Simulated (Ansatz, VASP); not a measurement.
**Two plane-wave programs on MoS2**

File POSCAR:

```
MoS2
1.0
    3.2274600000      0.0000000000      0.0000000000
   -1.6137300000      2.7950700000      0.0000000000
    0.0000000000      0.0000000000      6.3124700000
Mo S
1 2
Direct
    0.9911100000      0.9768900000      0.4907000000
    0.3253000000      0.6624100000      0.2567600000
    0.6386755456      0.3277610912      0.7581100000
```

Contents of INCAR.step1:

```
PREC     = Accurate       # precision mode
ENCUT    = 520            # plane-wave cutoff, eV
ISMEAR   = -1             # smearing method
SIGMA    = 0.1            # smearing width, eV
LREAL    = F              # projectors in reciprocal space
LASPH    = T              # aspherical terms in the spheres
NELM     = 60             # most SCF steps
NBANDS   = 20             # bands
GGA      = PE             # functional
ALGO     = Normal         # electronic algorithm
EDIFF    = 1E-4           # SCF threshold, eV
LWAVE    = T              # write WAVECAR
LCHARG   = F              # write CHGCAR
```

Contents of INCAR.step2:

```
PREC     = Accurate       # precision mode
ENCUT    = 520            # plane-wave cutoff, eV
EDIFF    = 1E-6           # SCF threshold, eV
ISMEAR   = -1             # smearing method
SIGMA    = 0.1            # smearing width, eV
LREAL    = F              # projectors in reciprocal space
LASPH    = T              # aspherical terms in the spheres
NELM     = 60             # most SCF steps
ALGO     = Normal         # electronic algorithm
ISIF     = 2              # what is computed and relaxed
LWAVE    = F              # write WAVECAR
LCHARG   = F              # write CHGCAR
METAGGA  = R2SCAN         # meta-GGA
LMIXTAU  = T            
NBANDS   = 20             # bands
ISTART   = 1
```

KPOINTS

```
regular mesh
0
Gamma
  7 7 3
```

Input for Ansatz:

```yaml
crystal:
  lattice:
    - [3.22746, 0.0, 0.0]
    - [-1.61373, 2.79507, 0.0]
    - [0.0, 0.0, 6.31247]
  atoms:
    - { symbol: Mo, position: [0.99111, 0.97689, 0.4907] }
    - { symbol: S, position: [0.3253, 0.66241, 0.25676] }
    - { symbol: S, position: [0.6386755455856203, 0.3277610911712408, 0.75811] }
basis:
  ecutwfc: 650.0
  xc_grid: 2
kpoints:
  mp_grid:
    grid: [7, 7, 3]
hamiltonian:
  xc: r2scan
scf:
  convergence:
    dr2_threshold: 1.0e-09
  occupations:
    method: fermi_dirac
output:
  forces: true
  stress: true
```

Alike in both runs: task single point; functional r2SCAN; k mesh 7 × 7 × 3; no spin polarisation.

|  | VASP | Ansatz |
| --- | --- | --- |
| version | VASP 6.6.1 | Ansatz 0.2.0 |
| potentials or method | VASP PAW PBE potentials, release 64 (Mo_sv, S), cutoff 520 eV | plane waves, PAW |
| occupations | fermi-dirac, width 0.1 eV | fermi-dirac |
| valence electrons in the cell | 26 | 26 |

|  | VASP | Ansatz | Ansatz less VASP |
| --- | --- | --- | --- |
| pressure (GPa) | -2.0 | -2.0 | -0.04 |
| traceless stress, the component that is largest in VASP (GPa) | -1.87 | -1.85 | +0.021 |
| rms of the force components (eV/Å) | 0.933 | 0.932 | -0.0010 |

VASP's potentials were made for PBE, not for r2SCAN. Atom by atom the forces differ by 0.003 eV/Å (rms over components). Ansatz's warnings: stress scf threshold loose.
